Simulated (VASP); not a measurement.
# PbO (Pm-3m) in VASP: further runs

The runs below take PbO through single point, with PBEsol.

Program: VASP 6.6.1. These are calculated values, not measurements. Logs are shortened: lines on timing, memory, paths and dates and some standing lists are left out, and cuts for length are marked.

### 1 The cell of the first run

Symmetry: Pm-3m, No. 221, cubic system. The conventional cell has a = 3.383 Å, b = 3.383 Å, c = 3.383 Å, α = 90.00°, β = 90.00°, γ = 90.00°. O (site symmetry m-3m) has 8 Pb at 2.93 Å and 6 O at 3.38 Å within 3.9 Å. Pb (site symmetry m-3m) has 8 O at 2.93 Å and 6 Pb at 3.38 Å within 3.9 Å.

### 2 Single point, PBEsol (Te replaced by O, lengths x 0.848, strained)

INCAR

```
SYSTEM = PbO
  ALGO = Normal
  EDIFF = 1E-7
  ENCUT = 520
  GGA = PS
  ISIF = 2
  ISMEAR = 0
  LASPH = .True.
  LCHARG = .False.
  LREAL = .False.
  LWAVE = .False.
  NBANDS = 17
  NELM = 80
  PREC = Accurate
  SIGMA = 0.1
```

KPOINTS

```
k-points
0
Gamma
  6 6 6
  0 0 0
```

POSCAR

```
PbO
1.0
    3.3830704047      0.0000000000      0.0000000000
    0.0000000000      3.3830704047      0.0000000000
    0.0000000000      0.0000000000      3.3830704047
O Pb
1 1
Direct
    0.5000000000      0.5000000000      0.5000000000
    0.0000000000      0.0000000000      0.0000000000
```

Potentials or basis: VASP PAW PBE potentials, release 64 (O, Pb_d).

Launch:

```bash
$ cat potpaw_PBE.64/O/POTCAR potpaw_PBE.64/Pb_d/POTCAR > POTCAR
$ mpirun -np 1 vasp_std > vasp.out
```

OUTCAR:

```text
SYSTEM = PbO
   EDIFF = 1E-7
   ENCUT = 520
   GGA = PS
   ISIF = 2
   ISMEAR = 0
   LASPH = .True.
   LREAL = .False.
   NELM = 80
   PREC = Accurate

 ion  position               nearest neighbor table
   1  0.500  0.500  0.500-   2 2.93   2 2.93   2 2.93   2 2.93   2 2.93   2 2.93   2 2.93   2 2.93

   2  0.000  0.000  0.000-   1 2.93   1 2.93   1 2.93   1 2.93   1 2.93   1 2.93   1 2.93   1 2.93

  LATTYP: Found a simple cubic cell.
 ALAT       =     3.3830704047

  Lattice vectors:

 A1 = (   3.3830704047,   0.0000000000,   0.0000000000)
 A2 = (   0.0000000000,   3.3830704047,   0.0000000000)
 A3 = (   0.0000000000,   0.0000000000,   3.3830704047)

Analysis of symmetry for initial positions (statically):
=====================================================================
 Subroutine PRICEL returns:
 Original cell was already a primitive cell.

 Routine SETGRP: Setting up the symmetry group for a
 simple cubic supercell.

 Subroutine GETGRP returns: Found 48 space group operations
 (whereof 48 operations were pure point group operations)
 out of a pool of 48 trial point group operations.

The static configuration has the point symmetry O_h .

Analysis of symmetry for dynamics (positions and initial velocities):
=====================================================================
 Subroutine PRICEL returns:
 Original cell was already a primitive cell.

 Routine SETGRP: Setting up the symmetry group for a
 simple cubic supercell.

 Subroutine GETGRP returns: Found 48 space group operations
 (whereof 48 operations were pure point group operations)
 out of a pool of 48 trial point group operations.

The dynamic configuration has the point symmetry O_h .

 Subroutine INISYM returns: Found 48 space group operations
 (whereof 48 operations are pure point group operations),
 and found     1 'primitive' translations

----------------------------------------------------------------------------------------

                                     Primitive cell

  volume of cell :      38.7198

  direct lattice vectors                    reciprocal lattice vectors
     3.383070405  0.000000000  0.000000000     0.295589474  0.000000000  0.000000000
     0.000000000  3.383070405  0.000000000     0.000000000  0.295589474  0.000000000
     0.000000000  0.000000000  3.383070405     0.000000000  0.000000000  0.295589474

  length of vectors
     3.383070405  3.383070405  3.383070405     0.295589474  0.295589474  0.295589474

  position of ions in fractional coordinates (direct lattice)
     0.500000000  0.500000000  0.500000000
     0.000000000  0.000000000  0.000000000

  ion indices of the primitive-cell ions
   primitive index   ion index
                 1           1
                 2           2

----------------------------------------------------------------------------------------

 KPOINTS: k-points

Automatic generation of k-mesh.
 Grid dimensions read from file:
 generate k-points for:    6    6    6

 Generating k-lattice:

  Cartesian coordinates                     Fractional coordinates (reciprocal lattice)
     0.049264912  0.000000000  0.000000000     0.166666667  0.000000000  0.000000000
     0.000000000  0.049264912  0.000000000     0.000000000  0.166666667  0.000000000
     0.000000000  0.000000000  0.049264912     0.000000000  0.000000000  0.166666667

  Length of vectors
     0.049264912  0.049264912  0.049264912

  Shift w.r.t. Gamma in fractional coordinates (k-lattice)
     0.000000000  0.000000000  0.000000000

 Subroutine IBZKPT returns following result:
 ===========================================

 Found     20 irreducible k-points:

 Following reciprocal coordinates:
            Coordinates               Weight
  0.000000  0.000000  0.000000      1.000000
  0.166667  0.000000  0.000000      6.000000
  0.333333  0.000000  0.000000      6.000000
  0.500000  0.000000  0.000000      3.000000
  0.166667  0.166667  0.000000     12.000000
  0.333333  0.166667  0.000000     24.000000
[... 12 lines left out ...]
  0.500000  0.500000  0.333333      6.000000
  0.500000  0.500000  0.500000      1.000000
   k-points           NKPTS =     20   k-points in BZ     NKDIM =     20   number of bands    NBANDS=     17
   number of dos      NEDOS =    301   number of ions     NIONS =      2
   total plane-waves  NPLWV =  21952
   dimension x,y,z NGX =    28 NGY =   28 NGZ =   28
   dimension x,y,z NGXF=    56 NGYF=   56 NGZF=   56
   ions per type =               1   1
   NGX,Y,Z   is equivalent  to a cutoff of  13.76, 13.76, 13.76 a.u.
   NGXF,Y,Z  is equivalent  to a cutoff of  27.52, 27.52, 27.52 a.u.
 SYSTEM =  PbO
   PREC   = accura    normal or accurate (medium, high low for compatibility)
   ISTART =      0    job   : 0-new  1-cont  2-samecut
   ICHARG =      2    charge: 1-file 2-atom 10-const
   ISPIN  =      1    spin polarized calculation?
   LNONCOLLINEAR =      F non collinear calculations
   LSORBIT =      F    spin-orbit coupling
   LASPH  =      T    aspherical Exc in radial PAW
   ENCUT  =  520.0 eV  38.22 Ry    6.18 a.u.   6.29  6.29  6.29*2*pi/ulx,y,z
   NELM   =     80;   NELMIN=  2; NELMDL= -5     # of ELM steps
   EDIFF  = 0.1E-06   stopping-criterion for ELM
   LREAL  =      F    real-space projection
   EDIFFG = 0.1E-05   stopping-criterion for IOM
   NSW    =      0    number of steps for IOM
   IBRION =     -1    ionic relax: 0-MD 1-quasi-New 2-CG
   NFREE  =      0    steps in history (QN), initial steepest desc. (CG)
   ISIF   =      2    stress and relaxation
   ISYM   =      2    0-nonsym 1-usesym 2-fastsym
   POTIM  = 0.5000    time-step for ionic-motion
   TEBEG  =    0.0;   TEEND  =   0.0 temperature during run
   PSTRESS=    0.0 pullay stress
   NELECT =      20.0000    total number of electrons
   NUPDOWN=      -1.0000    fix difference up-down
   EMIN   =  10.00;   EMAX   =-10.00  energy-range for DOS
   EFERMI =   0.00;   METHOD = LEGACY
   ISMEAR =     0;   SIGMA  =   0.10  broadening in eV -4-tet -1-fermi 0-gaus
   EFERMI_NEDOS =   21; number of points for ismear=-14 and -15
   IALGO  =     38    algorithm
   IMIX   =      4    mixing-type and parameters
     AMIX     =   0.40;   BMIX     =  1.00
     AMIX_MAG =   1.60;   BMIX_MAG =  1.00
  volume/ion in A,a.u.               =      19.36       130.65
  Fermi-wavevector in a.u.,A,eV,Ry     =   1.313531  2.482214 23.475013  1.725365
  Thomas-Fermi vector in A             =   2.443848
   LORBIT       =      0    0 simple, 1 ext, 2 COOP (PROOUT), +10 PAW based schemes
   GGA     = PS    functional components
   LHFCALC =     F    Hartree Fock is set to
   AEXX    =    0.0000 exact exchange contribution
   IVDW    =     0    specifies the selected vdW correction
   LEPSILON=     F    determine dielectric tensor
   LRPA    =     F    only Hartree local field effects (RPA)
 non-spin polarized calculation
 Gauss-broadening in eV      SIGMA  =   0.10
  energy-cutoff  :      520.00
  volume of cell :       38.72
 maximum number of plane-waves:      1064
 NGX is ok and might be reduce to    28
   NGX = 13   NGY = 13   NGZ = 13

 number of electron      19.9999999 magnetization

 Free energy of the ion-electron system (eV)
  ---------------------------------------------------
  ext. energy  EPLUGINS =         0.00000000
  ---------------------------------------------------
  free energy    TOTEN  =       -10.15569287 eV

  energy without entropy =      -10.15534461  energy(sigma->0) =      -10.15551874

 E-fermi :   4.8255     XC(G=0): -10.5801

 val. band max:        4.6582559276   @ k =   0.1667   0.1667   0.1667
 cond. band min:       4.9539034677   @ k =   0.5000   0.0000   0.0000
 fundamental gap:      0.2956475401
 Fermi energy:         4.8255445012

 k-point     1 :       0.0000    0.0000    0.0000
  band No.  band energies     occupation
      1     -11.7347      2.00000
      2     -11.7347      2.00000
      3     -11.3112      2.00000
      4     -11.3112      2.00000
      5     -11.3112      2.00000
      6     -11.2351      2.00000
[... 9 lines left out ...]
     16      18.9465      0.00000
     17      22.7515      0.00000

 k-point     2 :       0.1667    0.0000    0.0000
  band No.  band energies     occupation
      1     -11.7301      2.00000
      2     -11.6612      2.00000
      3     -11.3380      2.00000
      4     -11.3380      2.00000
      5     -11.3090      2.00000
      6     -11.1307      2.00000
[... 9 lines left out ...]
     16      20.5921      0.00000
     17      20.7116      0.00000

 k-point     3 :       0.3333    0.0000    0.0000
  band No.  band energies     occupation
      1     -11.7209      2.00000
      2     -11.5160      2.00000
      3     -11.3911      2.00000
      4     -11.3911      2.00000
      5     -11.3046      2.00000
      6     -10.9080      2.00000
[... 9 lines left out ...]
     16      18.2590      0.00000
     17      21.5593      0.00000

 k-point     4 :       0.5000    0.0000    0.0000
  band No.  band energies     occupation
      1     -11.7163      2.00000
      2     -11.4434      2.00000
      3     -11.4173      2.00000
      4     -11.4173      2.00000
      5     -11.3023      2.00000
      6     -10.7904      2.00000
[... 9 lines left out ...]
     16      19.3398      0.00000
     17      20.8267      0.00000
[... 263 lines left out ...]
      1     -11.6431      2.00000
      2     -11.5105      2.00000
      3     -11.4748      2.00000
      4     -11.3560      2.00000
      5     -11.2731      2.00000
      6     -10.3402      2.00000
[... 9 lines left out ...]
     16      17.2865      0.00000
     17      23.3889      0.00000

 k-point    19 :       0.5000    0.5000    0.3333
  band No.  band energies     occupation
      1     -11.6310      2.00000
      2     -11.5069      2.00000
      3     -11.5069      2.00000
      4     -11.3135      2.00000
      5     -11.2260      2.00000
      6     -10.3570      2.00000
[... 9 lines left out ...]
     16      16.9345      0.00000
     17      22.7850      0.00000

 k-point    20 :       0.5000    0.5000    0.5000
  band No.  band energies     occupation
      1     -11.5418      2.00000
      2     -11.5418      2.00000
      3     -11.5418      2.00000
      4     -11.2244      2.00000
      5     -11.2244      2.00000
      6     -10.4296      2.00000
[... 9 lines left out ...]
     16      16.6759      0.00000
     17      21.9375      0.00000

------------------------ aborting loop because EDIFF is reached ----------------------------------------

  FORCE on cell =-STRESS in cart. coord.  units (eV):
  Direction    XX          YY          ZZ          XY          YZ          ZX
  --------------------------------------------------------------------------------------
  -------------------------------------------------------------------------------------
  Total       -3.3352913     -3.3352913     -3.3352913      0.0000000      0.0000000      0.0000000
  in kB     -138.0102205   -138.0102205   -138.0102205      0.0000000      0.0000000      0.0000000
  external PRESSURE =    -138.0102205 kB  Pullay stress =       0.0000000 kB

 VOLUME and BASIS-vectors are now :
 -----------------------------------------------------------------------------
  energy-cutoff  :      520.00
  volume of cell :       38.72
      direct lattice vectors                 reciprocal lattice vectors
     3.383070405  0.000000000  0.000000000     0.295589474  0.000000000  0.000000000
     0.000000000  3.383070405  0.000000000     0.000000000  0.295589474  0.000000000
     0.000000000  0.000000000  3.383070405     0.000000000  0.000000000  0.295589474

 POSITION                                       TOTAL-FORCE (eV/Angst)
 -----------------------------------------------------------------------------------
      1.69154      1.69154      1.69154         0.000000      0.000000      0.000000
      0.00000      0.00000      0.00000         0.000000      0.000000      0.000000
 -----------------------------------------------------------------------------------
    total drift:                               -0.000000      0.000000      0.000000

  FREE ENERGIE OF THE ION-ELECTRON SYSTEM (eV)
  ---------------------------------------------------
  free  energy   TOTEN  =       -10.1556928693 eV

  energy  without entropy=      -10.1553446100  energy(sigma->0) =      -10.15551874
```

Run time: 18 s. Hardware: 1 thread of Intel Xeon 8259CL, shared host; peak memory 0.16 GiB.

What came out:

| Quantity | Value |
| --- | --- |
| Free energy | -10.1557 eV |
| Pressure | -13.8 GPa |
| Band gap on the k mesh | 0.30 eV (least direct gap 0.53 eV) |

Caveat: the cell differs from its parent crystal (Te replaced by O, lengths x 0.848, strained); the cell stands under tension; the PAW data sets were made with another functional, which shifts forces and pressure a little; spin-orbit coupling is left out, which moves the levels of the heavy elements. A k mesh can miss the band edges.

### 3 Single point, PBEsol (Te replaced by O, lengths x 0.848, strained)

INCAR

```
PREC = Accurate ; ENCUT = 520
EDIFF = 1E-6 ; ISMEAR = 0
SIGMA = 0.01 ; LREAL = False
LASPH = True ; NELM = 100
ALGO = Normal ; ISIF = 2
LWAVE = False ; LCHARG = True
GGA = PS ; LELF = True
LVHAR = True ; NBANDS = 17
```

KPOINTS

```
regular mesh
0
Gamma
  10 10 10
```

POSCAR is that of step 2.

Potentials or basis: VASP PAW PBE potentials, release 64 (O, Pb_d).

Launch:

```bash
$ cat potpaw_PBE.64/O/POTCAR potpaw_PBE.64/Pb_d/POTCAR > POTCAR
$ mpirun -np 1 vasp_std > vasp.out
```

Run time: 48 s. Hardware: 1 thread of Intel Xeon 8259CL, shared host; peak memory 0.18 GiB.

It converged, with:

* Free energy: -10.1556 eV
* Pressure: -13.7 GPa
* Band gap on the k mesh: 0.20 eV (least direct gap 0.54 eV)

Levels at points of the mesh, in eV from the valence-band top:
| k point | band 7 | band 8 | band 9 | band 10 | band 11 | band 12 | band 13 | band 14 |
| --- | --- | --- | --- | --- | --- | --- | --- | --- |
| (0.00, 0.00, 0.00) | -8.20 | -1.10 | -1.10 | -1.10 | 7.30 | 7.30 | 7.30 | 9.15 |
| (0.50, 0.00, 0.00) | -8.34 | -0.48 | -0.48 | -0.34 | 0.20 | 6.85 | 6.85 | 11.03 |
| (0.50, 0.50, 0.00) | -6.12 | -3.42 | -3.42 | -0.43 | 3.52 | 3.52 | 8.89 | 8.95 |
| (0.50, 0.50, 0.50) | -4.29 | -1.52 | -1.52 | -1.52 | 0.94 | 0.94 | 0.94 | 11.92 |

Caveat: the cell differs from its parent crystal (Te replaced by O, lengths x 0.848, strained); the cell stands under tension; the PAW data sets were made with another functional, which shifts forces and pressure a little; spin-orbit coupling is left out, which moves the levels of the heavy elements. A k mesh can miss the band edges.
